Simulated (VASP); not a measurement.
Write the native input for VASP 6.6.1 that does the following.

- Task: single point
- Functional: PBEsol
- Potentials or basis: VASP PAW PBE potentials, release 64 (Pb_d)
- Cutoff: 520 eV
- k mesh: 16 × 16 × 16
- Occupations: gaussian, width 0.15 eV
- Spin: no spin polarisation
- Dipole correction: no
- Further INCAR settings: ALGO = Normal; EDIFF = 1e-06; NBANDS = 13

The structure of Pb lies in POSCAR:

```
Pb
1.0
    0.0000000000      2.3710080000      2.2722160000
    2.3710080000      0.0000000000      2.2722160000
    2.3710080000      2.3710080000      0.0000000000
Pb
1
Direct
    0.0000000000      0.0000000000      0.0000000000
```

This cell differs from its parent crystal: strain -0.040 along x and y, -0.080 along z.

These files were run (other wordings do the same):

INCAR

```
SYSTEM = Pb
PREC = Accurate
ENCUT = 520
EDIFF = 1E-6
ISMEAR = 0
SIGMA = 0.15
LREAL = .FALSE.
LASPH = .TRUE.
NELM = 100
ALGO = Normal
ISIF = 2
LWAVE = .FALSE.
LCHARG = .FALSE.
GGA = PS
NBANDS = 13
```

KPOINTS

```
Automatic mesh
0
G
  16 16 16
  0 0 0
```

Potentials or basis: VASP PAW PBE potentials, release 64 (Pb_d).

Command:

```bash
$ cat potpaw_PBE.64/Pb_d/POTCAR > POTCAR
$ mpirun -np 1 vasp_std > vasp.out
```

Results of the run:

- Pressure: 11.2 GPa
- Band gap on the k mesh: zero (bands 7 and 8 overlap by 10.89 eV)

Caveat: the cell differs from its parent crystal (strain -0.040 along x and y, -0.080 along z); the cell stands under pressure; the PAW data sets were made with another functional, which shifts forces and pressure a little; spin-orbit coupling is left out, which moves the levels of the heavy elements.

Wall time 110 s on 1 thread of Intel Xeon 8259CL (shared host), peak memory 0.23 GiB.
